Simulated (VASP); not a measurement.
SnS2, 3 atoms in the cell. Symmetry: P-3m1, No. 164, trigonal system. Conventional cell: a = 3.661 Å, b = 3.661 Å, c = 5.962 Å, α = 90.00°, β = 90.00°, γ = 120.00°. Within 3.4 Å of Sn (site symmetry -3m) lie 6 S at 2.57 Å. Within 3.4 Å of S (site symmetry 3m) lie 3 Sn at 2.57 Å. 

| Quantity | Value |
| --- | --- |
| Program | VASP 6.6.1 |
| Task | single point |
| Functional | PBE |
| Potentials or basis | VASP PAW PBE potentials, release 64 (Sn_d, S) |
| Cutoff | 500 eV |
| k mesh | 6 × 6 × 2 |
| Occupations | gaussian, width 0.01 eV |
| Spin | no spin polarisation |
| Dipole correction | no |
| Further INCAR settings | ALGO = Normal; EDIFF = 1e-06; NBANDS = 20 |

Potentials or basis: VASP PAW PBE potentials, release 64 (Sn_d, S).

Command:

```sh
$ cat potpaw_PBE.64/Sn_d/POTCAR potpaw_PBE.64/S/POTCAR > POTCAR
$ mpirun -np 1 vasp_std > vasp.out
```

Hardware: 1 thread of AMD EPYC 9R45 (Zen 5), with other jobs on the host.

Q: How long does it take, and how much memory?

A: Wall time 10 s on 1 thread of AMD EPYC 9R45 (Zen 5), on a shared host, peak memory 0.15 GiB. Counts: scf iterations 12, k points 14.
